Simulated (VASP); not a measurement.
# LiCl (Fm-3m) in VASP: single point with HSE06

Aim: the single point of LiCl with HSE06.

Everything below comes from runs of VASP 6.6.1. Logs are shortened: lines on timing, memory, paths and dates and some standing lists are left out, and cuts for length are marked.

## Step 1: The cell of the first run

It takes space group Fm-3m (No. 225, cubic). Conventional cell: a = 5.112 Å, b = 5.112 Å, c = 5.112 Å, α = 90.00°, β = 90.00°, γ = 90.00°. Within 3.4 Å of Li (site symmetry m-3m) lie 6 Cl at 2.56 Å. Within 3.4 Å of Cl (site symmetry m-3m) lie 6 Li at 2.56 Å.

## Step 2: Single point, HSE06

Input file POSCAR:

```
LiCl
1.0
    0.0000000000      2.5560252063      2.5560252063
    2.5560252063      0.0000000000      2.5560252063
    2.5560252063      2.5560252063      0.0000000000
Li Cl
1 1
Direct
    0.0000000000      0.0000000000      0.0000000000
    0.5000000000      0.5000000000      0.5000000000
```

Input file INCAR.step1:

```
SYSTEM = LiCl
ALGO = Normal
EDIFF = 1E-5
ENCUT = 520
GGA = PE
ISIF = 2
ISMEAR = 0
LASPH = .TRUE.
LCHARG = .FALSE.
LREAL = .FALSE.
LWAVE = .TRUE.
NBANDS = 12
NELM = 100
PREC = Accurate
SIGMA = 0.01
```

Input file INCAR.step2:

```
SYSTEM = LiCl
ALGO = Normal
EDIFF = 1E-6
ENCUT = 520
GGA = PE
HFSCREEN = 0.2079
ISIF = 2
ISMEAR = 0
ISTART = 1
LASPH = .TRUE.
LCHARG = .FALSE.
LHFCALC = .TRUE.
LREAL = .FALSE.
LWAVE = .FALSE.
NBANDS = 12
NELM = 100
PREC = Accurate
PRECFOCK = Normal
SIGMA = 0.01
```

Input file KPOINTS:

```
k-points
0
G
  6 6 6
  0 0 0
```

Potentials or basis: VASP PAW PBE potentials, release 64 (Li_sv, Cl).

On the command line:

```
$ cat potpaw_PBE.64/Li_sv/POTCAR potpaw_PBE.64/Cl/POTCAR > POTCAR
$ cp INCAR.step1 INCAR
$ mpirun -np 1 vasp_std > vasp.out
$ cp INCAR.step2 INCAR
$ mpirun -np 1 vasp_std > vasp.out
```

OUTCAR:

```text
SYSTEM = LiCl
   EDIFF = 1E-6
   ENCUT = 520
   GGA = PE
   HFSCREEN = 0.2079
   ISIF = 2
   ISMEAR = 0
   ISTART = 1
   LASPH = .TRUE.
   LHFCALC = .TRUE.
   LREAL = .FALSE.
   NELM = 100
   PREC = Accurate
   PRECFOCK = Normal

 ion  position               nearest neighbor table
   1  0.000  0.000  0.000-   2 2.56   2 2.56   2 2.56   2 2.56   2 2.56   2 2.56
   2  0.500  0.500  0.500-   1 2.56   1 2.56   1 2.56   1 2.56   1 2.56   1 2.56

  LATTYP: Found a face centered cubic cell.
 ALAT       =     5.1120504126

  Lattice vectors:

 A1 = (   0.0000000000,   2.5560252063,   2.5560252063)
 A2 = (   2.5560252063,   0.0000000000,   2.5560252063)
 A3 = (   2.5560252063,   2.5560252063,   0.0000000000)

Analysis of symmetry for initial positions (statically):
=====================================================================
 Subroutine PRICEL returns:
 Original cell was already a primitive cell.

 Routine SETGRP: Setting up the symmetry group for a
 face centered cubic supercell.

 Subroutine GETGRP returns: Found 48 space group operations
 (whereof 48 operations were pure point group operations)
 out of a pool of 48 trial point group operations.

The static configuration has the point symmetry O_h .

Analysis of symmetry for dynamics (positions and initial velocities):
=====================================================================
 Subroutine PRICEL returns:
 Original cell was already a primitive cell.

 Routine SETGRP: Setting up the symmetry group for a
 face centered cubic supercell.

 Subroutine GETGRP returns: Found 48 space group operations
 (whereof 48 operations were pure point group operations)
 out of a pool of 48 trial point group operations.

The dynamic configuration has the point symmetry O_h .

 Subroutine INISYM returns: Found 48 space group operations
 (whereof 48 operations are pure point group operations),
 and found     1 'primitive' translations

----------------------------------------------------------------------------------------

                                     Primitive cell

  volume of cell :      33.3984

  direct lattice vectors                    reciprocal lattice vectors
     0.000000000  2.556025206  2.556025206    -0.195616224  0.195616224  0.195616224
     2.556025206  0.000000000  2.556025206     0.195616224 -0.195616224  0.195616224
     2.556025206  2.556025206  0.000000000     0.195616224  0.195616224 -0.195616224

  length of vectors
     3.614765513  3.614765513  3.614765513     0.338817239  0.338817239  0.338817239

  position of ions in fractional coordinates (direct lattice)
     0.000000000  0.000000000  0.000000000
     0.500000000  0.500000000  0.500000000

  ion indices of the primitive-cell ions
   primitive index   ion index
                 1           1
                 2           2

----------------------------------------------------------------------------------------

 KPOINTS: k-points

Automatic generation of k-mesh.
 Grid dimensions read from file:
 generate k-points for:    6    6    6

 Generating k-lattice:

  Cartesian coordinates                     Fractional coordinates (reciprocal lattice)
    -0.032602704  0.032602704  0.032602704     0.166666667  0.000000000  0.000000000
     0.032602704 -0.032602704  0.032602704     0.000000000  0.166666667  0.000000000
     0.032602704  0.032602704 -0.032602704     0.000000000  0.000000000  0.166666667

  Length of vectors
     0.056469540  0.056469540  0.056469540

  Shift w.r.t. Gamma in fractional coordinates (k-lattice)
     0.000000000  0.000000000  0.000000000

 Subroutine IBZKPT returns following result:
 ===========================================

 Found     16 irreducible k-points:

 Following reciprocal coordinates:
            Coordinates               Weight
  0.000000  0.000000  0.000000      1.000000
  0.166667  0.000000  0.000000      8.000000
  0.333333  0.000000  0.000000      8.000000
  0.500000  0.000000  0.000000      4.000000
  0.166667  0.166667  0.000000      6.000000
  0.333333  0.166667  0.000000     24.000000
[... 8 lines left out ...]
 -0.333333  0.333333  0.166667     24.000000
 -0.333333  0.500000  0.166667     12.000000
   k-points           NKPTS =     16   k-points in BZ     NKDIM =    216   number of bands    NBANDS=     12
   number of dos      NEDOS =    301   number of ions     NIONS =      2
   total plane-waves  NPLWV =  21952
   dimension x,y,z NGX =    28 NGY =   28 NGZ =   28
   dimension x,y,z NGXF=    56 NGYF=   56 NGZF=   56
   ions per type =               1   1
   NGX,Y,Z   is equivalent  to a cutoff of  12.88, 12.88, 12.88 a.u.
   NGXF,Y,Z  is equivalent  to a cutoff of  25.75, 25.75, 25.75 a.u.
 SYSTEM =  LiCl
   PREC   = accura    normal or accurate (medium, high low for compatibility)
   ISTART =      1    job   : 0-new  1-cont  2-samecut
   ICHARG =      0    charge: 1-file 2-atom 10-const
   ISPIN  =      1    spin polarized calculation?
   LNONCOLLINEAR =      F non collinear calculations
   LSORBIT =      F    spin-orbit coupling
   LASPH  =      T    aspherical Exc in radial PAW
   ENCUT  =  520.0 eV  38.22 Ry    6.18 a.u.   6.72  6.72  6.72*2*pi/ulx,y,z
   NELM   =    100;   NELMIN=  2; NELMDL=  0     # of ELM steps
   EDIFF  = 0.1E-05   stopping-criterion for ELM
   LREAL  =      F    real-space projection
   EDIFFG = 0.1E-04   stopping-criterion for IOM
   NSW    =      0    number of steps for IOM
   IBRION =     -1    ionic relax: 0-MD 1-quasi-New 2-CG
   NFREE  =      0    steps in history (QN), initial steepest desc. (CG)
   ISIF   =      2    stress and relaxation
   ISYM   =      3    0-nonsym 1-usesym 2-fastsym
   POTIM  = 0.5000    time-step for ionic-motion
   TEBEG  =    0.0;   TEEND  =   0.0 temperature during run
   PSTRESS=    0.0 pullay stress
   NELECT =      10.0000    total number of electrons
   NUPDOWN=      -1.0000    fix difference up-down
   EMIN   =  10.00;   EMAX   =-10.00  energy-range for DOS
   EFERMI =   0.00;   METHOD = LEGACY
   ISMEAR =     0;   SIGMA  =   0.01  broadening in eV -4-tet -1-fermi 0-gaus
   EFERMI_NEDOS =   21; number of points for ismear=-14 and -15
   IALGO  =     38    algorithm
   IMIX   =      1    mixing-type and parameters
     AMIX     =   0.40;   BMIX     =  1.00
     AMIX_MAG =   1.60;   BMIX_MAG =  1.00
  volume/ion in A,a.u.               =      16.70       112.69
  Fermi-wavevector in a.u.,A,eV,Ry     =   1.095216  2.069658 16.320156  1.199498
  Thomas-Fermi vector in A             =   2.231535
   LORBIT       =      0    0 simple, 1 ext, 2 COOP (PROOUT), +10 PAW based schemes
   GGA     = PE    functional components
   LHFCALC =     T    Hartree Fock is set to
   PRECFOCK=normal    Normal, Fast or Accurate (Low or Medium for compatibility)
   ENCUT4O =  -1.0   cutoff for four orbital integrals eV
   NKREDX  =     1    reduce k-point grid by
   NKREDY  =     1    reduce k-point grid by
   NKREDZ  =     1    reduce k-point grid by
   AEXX    =    0.2500 exact exchange contribution
   HFSCREEN=    0.2079 screening length (either q_TF or 0.3 A-1)
   HFSCREENC=   0.2079 screening length for correlation (either q_TF or 0.3 A-1)
   ENCUTFOCK=  -1.0 apply spherical cutoff to Coloumb kernel
   IVDW    =     0    specifies the selected vdW correction
   LEPSILON=     F    determine dielectric tensor
   LRPA    =     F    only Hartree local field effects (RPA)
 non-spin polarized calculation
 Gauss-broadening in eV      SIGMA  =   0.01
  energy-cutoff  :      520.00
  volume of cell :       33.40
 maximum number of plane-waves:       934
  NGX = 24; NGY = 24; NGZ = 24

 number of electron      10.0000003 magnetization

 Free energy of the ion-electron system (eV)
  ---------------------------------------------------
  ext. energy  EPLUGINS =         0.00000000
  ---------------------------------------------------
  free energy    TOTEN  =        -8.45942718 eV

  energy without entropy =       -8.45942718  energy(sigma->0) =       -8.45942718

 E-fermi :  -0.1767     XC(G=0):  -7.2962

 val. band max:       -0.3042431783   @ k =   0.0000   0.0000   0.0000
 cond. band min:       7.4896323482   @ k =   0.0000   0.0000   0.0000
 fundamental gap:      7.7938755265
 Fermi energy:        -0.1766630713

 k-point     1 :       0.0000    0.0000    0.0000
  band No.  band energies     occupation
      1     -46.5604      2.00000
      2     -15.0064      2.00000
      3      -0.3042      2.00000
      4      -0.3042      2.00000
      5      -0.3042      2.00000
      6       7.4896      0.00000
      7      13.1696      0.00000
      8      13.1696      0.00000
      9      13.1696      0.00000
     10      15.9833      0.00000
     11      15.9834      0.00000
     12      15.9883      0.00000

 k-point     2 :       0.1667    0.0000    0.0000
  band No.  band energies     occupation
      1     -46.5597      2.00000
      2     -14.8604      2.00000
      3      -1.2310      2.00000
      4      -0.3817      2.00000
      5      -0.3817      2.00000
      6       8.1968      0.00000
      7      12.1303      0.00000
      8      12.7778      0.00000
      9      12.7779      0.00000
     10      14.5273      0.00000
     11      14.5274      0.00000
     12      16.6068      0.00000

 k-point     3 :       0.3333    0.0000    0.0000
  band No.  band energies     occupation
      1     -46.5581      2.00000
      2     -14.5422      2.00000
      3      -2.7344      2.00000
      4      -0.5254      2.00000
      5      -0.5254      2.00000
      6       8.1686      0.00000
      7      11.2653      0.00000
      8      11.2653      0.00000
      9      13.1156      0.00000
     10      16.5173      0.00000
     11      16.5173      0.00000
     12      17.4161      0.00000
[... 166 lines left out ...]
 k-point    15 :      -0.3333    0.3333    0.1667
  band No.  band energies     occupation
      1     -46.5563      2.00000
      2     -14.1724      2.00000
      3      -2.8909      2.00000
      4      -2.1868      2.00000
      5      -1.1637      2.00000
      6      10.0972      0.00000
      7      10.5569      0.00000
      8      12.2595      0.00000
      9      12.4810      0.00000
     10      16.6467      0.00000
     11      17.5578      0.00000
     12      20.1141      0.00000

 k-point    16 :      -0.3333    0.5000    0.1667
  band No.  band energies     occupation
      1     -46.5560      2.00000
      2     -14.1014      2.00000
      3      -3.0627      2.00000
      4      -2.1067      2.00000
      5      -1.4768      2.00000
      6       9.9303      0.00000
      7      10.5243      0.00000
      8      12.6925      0.00000
      9      12.7946      0.00000
     10      16.4485      0.00000
     11      18.7888      0.00000
     12      20.3659      0.00000

------------------------ aborting loop because EDIFF is reached ----------------------------------------

  FORCE on cell =-STRESS in cart. coord.  units (eV):
  Direction    XX          YY          ZZ          XY          YZ          ZX
  --------------------------------------------------------------------------------------
  -------------------------------------------------------------------------------------
  Total       -0.0047076     -0.0047076     -0.0047076      0.0000000      0.0000000      0.0000000
  in kB       -0.2258332     -0.2258332     -0.2258332      0.0000000      0.0000000      0.0000000
  external PRESSURE =      -0.2258332 kB  Pullay stress =       0.0000000 kB

 VOLUME and BASIS-vectors are now :
 -----------------------------------------------------------------------------
  energy-cutoff  :      520.00
  volume of cell :       33.40
      direct lattice vectors                 reciprocal lattice vectors
     0.000000000  2.556025206  2.556025206    -0.195616224  0.195616224  0.195616224
     2.556025206  0.000000000  2.556025206     0.195616224 -0.195616224  0.195616224
     2.556025206  2.556025206  0.000000000     0.195616224  0.195616224 -0.195616224

 POSITION                                       TOTAL-FORCE (eV/Angst)
 -----------------------------------------------------------------------------------
      0.00000      0.00000      0.00000        -0.000000     -0.000000     -0.000000
      2.55603      2.55603      2.55603         0.000000      0.000000      0.000000
 -----------------------------------------------------------------------------------
    total drift:                               -0.000001      0.000000      0.000000

  FREE ENERGIE OF THE ION-ELECTRON SYSTEM (eV)
  ---------------------------------------------------
  free  energy   TOTEN  =        -8.4594271759 eV

  energy  without entropy=       -8.4594271759  energy(sigma->0) =       -8.45942718
```

It took 11 min on 1 thread of Intel Xeon Platinum 8375C at 2.90GHz (Ice Lake), shared host; peak memory 0.26 GiB.

What came out:

* Free energy: -8.4594 eV
* Band gap on the k mesh: 7.79 eV

Caveat: the cutoff is under 1.25 times the usual one of these potentials, so pressure, stress and relaxed cells hold a basis-set (Pulay) error; the PAW data sets were made with another functional, which shifts forces and pressure a little. A k mesh can miss the band edges.
